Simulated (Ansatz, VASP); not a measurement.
# Si2W in VASP and in Ansatz

```xyz
3
Lattice="-1.6069 1.6069 3.9150 1.6069 -1.6069 3.9150 1.6069 1.6069 -3.9150" Properties=species:S:1:pos:R:3 pbc="T T T"
W     0.0000    0.0000    0.0000
Si    0.0000    0.0000    5.2092
Si    0.0000    0.0000    2.6207
```

Alike in both runs: task relaxation of cell and atoms; functional RPBE; k mesh 12 × 12 × 12; occupations fermi-dirac, width 0.05 eV; no spin polarisation.

|  | VASP | Ansatz |
| --- | --- | --- |
| version | VASP 6.6.1 | Ansatz 0.2.0 |
| potentials or method | VASP PAW PBE potentials, release 64 (W_sv, Si) | Ansatz PAW |
| plane-wave cutoff (eV) | 600 | 420 |
| valence electrons in the cell | 22 | 22 |

|  | VASP | Ansatz | Ansatz less VASP |
| --- | --- | --- | --- |
| gap on the k mesh at the Fermi level, each at its own relaxed structure (eV) | none | none | - |
| relaxed volume (Å³/atom) | 13.82 | 13.84 | +0.017 |
| relaxed cell length with the largest relative difference (Å) | 4.564 | 4.567 | +0.0023 |

VASP's potentials were made for PBE, not for RPBE. A gap of «none» marks a metal or a gap that the smearing closes.

Spin-orbit coupling is off throughout. Noted on Ansatz's run: the plane-wave basis is chosen anew once the cell has moved, so the energies of steps on either side of that aren't comparable.
